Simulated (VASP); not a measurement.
# Ni (Fm-3m) in VASP: further runs, part 2 of 2

VASP 6.6.1.

## 4. Single point, RPBE (volume scaled by 1.04)

INCAR

```
PREC = Accurate ; ENCUT = 520
EDIFF = 1E-7 ; ISMEAR = -1
SIGMA = 0.1 ; LREAL = F
LASPH = T ; NELM = 100
ALGO = Normal ; ISIF = 2
LWAVE = F ; LCHARG = F
GGA = RP ; NBANDS = 11
```

KPOINTS

```
regular mesh
0
Gamma
  25 25 25
```

POSCAR

```
Ni
1.0
    0.0000000000      1.7974395094      1.7974395094
    1.7974395094      0.0000000000      1.7974395094
    1.7974395094      1.7974395094      0.0000000000
Ni
1
Direct
    0.0000000000      0.0000000000      0.0000000000
```

Started as:

```sh
$ cat potpaw_PBE.64/Ni/POTCAR > POTCAR
$ mpirun -np 1 vasp_std > vasp.out
```

Wall time 21 s (1 thread of Intel Xeon 6975P-C (Granite Rapids), shared host); peak memory 0.17 GiB.

It converged, with:

```yaml
Free_energy: -4.9350 eV
Pressure: -6.1 GPa
Band_gap_on_the_k_mesh: zero (band 5 reaches 8.58 eV, above the bottom of band 6 at 7.71 eV)
```

Levels at points of the mesh, in eV from the Fermi level:
```tsv
k point	band 3	band 4	band 5	band 6	band 7	band 8
(0.00, 0.00, 0.00)	-1.70	-1.70	-0.71	-0.71	23.19	26.71
```

Caveat: the PAW data sets were made with another functional, which shifts forces and pressure a little; the run has no spin polarisation, though such a crystal can be magnetic. Spin polarisation is off, so any magnetic state and its effect on volume and gap are missing.

## 5. Single point, RPBE (volume scaled by 1.08)

INCAR

```
SYSTEM = Ni
PREC = Accurate ; ENCUT = 520
EDIFF = 1E-6 ; ISMEAR = -1
SIGMA = 0.1 ; LREAL = .FALSE.
LASPH = .TRUE. ; NELM = 80
ALGO = Normal ; ISIF = 2
LWAVE = .FALSE. ; LCHARG = .FALSE.
GGA = RP ; NBANDS = 11
```

KPOINTS

```
Automatic mesh
0
G
  25 25 25
  0 0 0
```

POSCAR

```
Ni
1.0
    0.0000000000      1.8201943239      1.8201943239
    1.8201943239      0.0000000000      1.8201943239
    1.8201943239      1.8201943239      0.0000000000
Ni
1
Direct
    0.0000000000      0.0000000000      0.0000000000
```

Potentials or basis: VASP PAW PBE potentials, release 64 (Ni).

Started as:

```sh
$ cat potpaw_PBE.64/Ni/POTCAR > POTCAR
$ mpirun -np 1 vasp_std > vasp.out
```

OUTCAR:

```text
SYSTEM = Ni
   PREC = Accurate
   ENCUT = 520
   EDIFF = 1E-6
   ISMEAR = -1
   LREAL = .FALSE.
   LASPH = .TRUE.
   NELM = 80
   ISIF = 2
   GGA = RP

 ion  position               nearest neighbor table
   1  0.000  0.000  0.000-

  LATTYP: Found a face centered cubic cell.
 ALAT       =     3.6403886478

  Lattice vectors:

 A1 = (   0.0000000000,   1.8201943239,   1.8201943239)
 A2 = (   1.8201943239,   0.0000000000,   1.8201943239)
 A3 = (   1.8201943239,   1.8201943239,   0.0000000000)

Analysis of symmetry for initial positions (statically):
=====================================================================
 Subroutine PRICEL returns:
 Original cell was already a primitive cell.

 Routine SETGRP: Setting up the symmetry group for a
 face centered cubic supercell.

 Subroutine GETGRP returns: Found 48 space group operations
 (whereof 48 operations were pure point group operations)
 out of a pool of 48 trial point group operations.

The static configuration has the point symmetry O_h .

Analysis of symmetry for dynamics (positions and initial velocities):
[... 164 lines left out ...]

 k-point     1 :       0.0000    0.0000    0.0000
  band No.  band energies     occupation
      1      -0.1833      2.00000
      2       6.3662      2.00000
      3       6.3662      2.00000
      4       6.3662      2.00000
      5       7.2956      1.99774
      6       7.2956      1.99774
      7      30.8384      0.00000
      8      34.0779      0.00000
      9      34.0779      0.00000
     10      34.0779      0.00000
     11      36.7833      0.00000
[... 309 lines left out ...]
 k-point    24 :       0.4400    0.0400    0.0000
  band No.  band energies     occupation
      1       3.9890      2.00000
      2       6.3270      2.00000
      3       6.3785      2.00000
      4       7.0995      1.99968
      5       7.8938      1.37991
      6       8.0769      0.52594
      7      14.5651      0.00000
      8      29.2469      0.00000
      9      30.3182      0.00000
     10      31.1945      0.00000
     11      34.5843      0.00000

 [... further k-points ...]

------------------------ aborting loop because EDIFF is reached ----------------------------------------

  FORCE on cell =-STRESS in cart. coord.  units (eV):
  Direction    XX          YY          ZZ          XY          YZ          ZX
  --------------------------------------------------------------------------------------
  -------------------------------------------------------------------------------------
  Total       -0.8364568     -0.8364568     -0.8364568      0.0000000      0.0000000     -0.0000000
  in kB     -111.1145299   -111.1145299   -111.1145299      0.0000000      0.0000000     -0.0000000
  external PRESSURE =    -111.1145299 kB  Pullay stress =       0.0000000 kB

 VOLUME and BASIS-vectors are now :
 -----------------------------------------------------------------------------
  energy-cutoff  :      520.00
  volume of cell :       12.06
      direct lattice vectors                 reciprocal lattice vectors
     0.000000000  1.820194324  1.820194324    -0.274695945  0.274695945  0.274695945
     1.820194324  0.000000000  1.820194324     0.274695945 -0.274695945  0.274695945
     1.820194324  1.820194324  0.000000000     0.274695945  0.274695945 -0.274695945

 POSITION                                       TOTAL-FORCE (eV/Angst)
 -----------------------------------------------------------------------------------
      0.00000      0.00000      0.00000         0.000000      0.000000      0.000000
 -----------------------------------------------------------------------------------
    total drift:                                0.000000      0.000000      0.000000

  FREE ENERGIE OF THE ION-ELECTRON SYSTEM (eV)
  ---------------------------------------------------
  free  energy   TOTEN  =        -4.9106214257 eV

  energy  without entropy=       -4.8155720800  energy(sigma->0) =       -4.86309675
```

stdout:

```text
POSCAR found type information on POSCAR Ni
 POSCAR found :  1 types and       1 ions
 scaLAPACK will be used
 -----------------------------------------------------------------------------
|                                                                             |
|                                                                             |
|     You enforced a specific xc type in the INCAR file but a different       |
|     I HOPE YOU KNOW WHAT YOU ARE DOING!                                     |
|                                                                             |
 -----------------------------------------------------------------------------

 LDA part: xc-table for (Slater+PW92), standard interpolation
 POSCAR, INCAR and KPOINTS ok, starting setup
 FFT: planning ... GRIDC
 FFT: planning ... GRID_SOFT
 FFT: planning ... GRID
 WAVECAR not read
 entering main loop
```

Run time: 20 s. Hardware: 1 thread of Intel Xeon 6975P-C (Granite Rapids), shared host; peak memory 0.17 GiB.

What came out:

```
Free energy            : -4.9106 eV
Pressure               : -11.1 GPa
Band gap on the k mesh : zero (band 5 reaches 8.08 eV, above the bottom of band 6 at 7.26 eV)
```

Levels at points of the mesh, in eV from the Fermi level:
| k point | band 1 | band 2 | band 3 | band 4 | band 5 | band 6 | band 7 | band 8 | band 9 | band 10 |
| --- | --- | --- | --- | --- | --- | --- | --- | --- | --- | --- |
| (0.00, 0.00, 0.00) | -8.16 | -1.61 | -1.61 | -1.61 | -0.68 | -0.68 | 22.86 | 26.10 | 26.10 | 26.10 |

Caveat: the PAW data sets were made with another functional, which shifts forces and pressure a little; the run has no spin polarisation, though such a crystal can be magnetic. Spin polarisation is off, so any magnetic state and its effect on volume and gap are missing.

## 6. Overview

| cell | gap on the mesh (eV) | pressure (GPa) |
| --- | --- | --- |
| a = 2.509 Å, angles 60.0°, 1 atom | none | 0.3 |
| a = 2.542 Å, angles 60.0°, 1 atom | none | -6.1 |
| a = 2.574 Å, angles 60.0°, 1 atom | none | -11.1 |

Alike in all rows: task single point; level RPBE; potentials or basis VASP PAW PBE potentials, release 64 (Ni); no spin polarisation; k mesh 25 × 25 × 25; cutoff (eV) 520; smearing fermi-dirac 0.1 eV.

Caveats: the PAW data sets were made with another functional, which shifts forces and pressure a little; the run has no spin polarisation, though such a crystal can be magnetic.

Absolute energies hang on the potentials; compare differences alone.
